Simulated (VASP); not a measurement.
Set up this calculation in VASP 6.6.1, as the native input.

| Item | Value |
| --- | --- |
| Task | relaxation of cell and atoms |
| Functional | PBE |
| Potentials or basis | VASP PAW PBE potentials, release 64 (In_d) |
| Cutoff | 600 eV |
| k mesh | 7 × 7 × 10 |
| Occupations | fermi-dirac, width 0.05 eV |
| Spin | no spin polarisation |
| Target pressure | 6.2 GPa |
| Dipole correction | no |
| Further INCAR settings | ALGO = Normal; EDIFF = 1e-06; IBRION = 2; EDIFFG = -0.005; NSW = 60; ISIF = 3 |

The structure of In lies in POSCAR:

```
In
1.0
    5.1444709141      0.0000000000      0.0000000000
   -2.5722354571      4.4552425007      0.0000000000
    0.0000000000      0.0000000000      3.1895719668
In
3
Direct
    0.0000000000      0.0000000000      0.0000000000
    0.3333333333      0.6666666667      0.5000000000
    0.6666666667      0.3333333333      0.5000000000
```

This isn't the form of In at room conditions, which is tetragonal.

These files were run (other wordings do the same):

INCAR

```
ALGO = Normal
EDIFF = 1E-6
EDIFFG = -0.005
ENCUT = 600
GGA = PE
IBRION = 2
ISIF = 3
ISMEAR = -1
LASPH = T
LCHARG = F
LREAL = F
LWAVE = F
NELM = 80
NSW = 60
PREC = Accurate
PSTRESS = 62.0
SIGMA = 0.05
```

KPOINTS

```
k-points
0
Gamma
  7 7 10
```

Potentials or basis: VASP PAW PBE potentials, release 64 (In_d).

The run is started by

```sh
$ cat potpaw_PBE.64/In_d/POTCAR > POTCAR
$ mpirun -np 1 vasp_std > vasp.out
```

Results of the run:

- Relaxed volume: 24.54 Å³/atom
- Relaxed cell: a = 5.175 Å, b = 5.175 Å, c = 3.175 Å, α = 90.00°, β = 90.00°, γ = 120.00°
- Space group after relaxing (to 0.1 Å): P6/mmm (No. 191)
- Energy change on relaxing (the run minimises the enthalpy): -7.4 meV/atom
- Ionic steps: 7
- Pressure after relaxing: 6.2 GPa
- Band gap on the k mesh: zero (an odd number of electrons rules out a gap without spin polarisation)

Caveat: the cell is relaxed towards a set pressure, so the run minimises the enthalpy, not the energy; spin-orbit coupling is left out, which moves the levels of the heavy elements.

Run time: 9.3 min on 1 thread of Intel Xeon 8259CL, with other jobs on the host, peak memory 0.26 GiB.
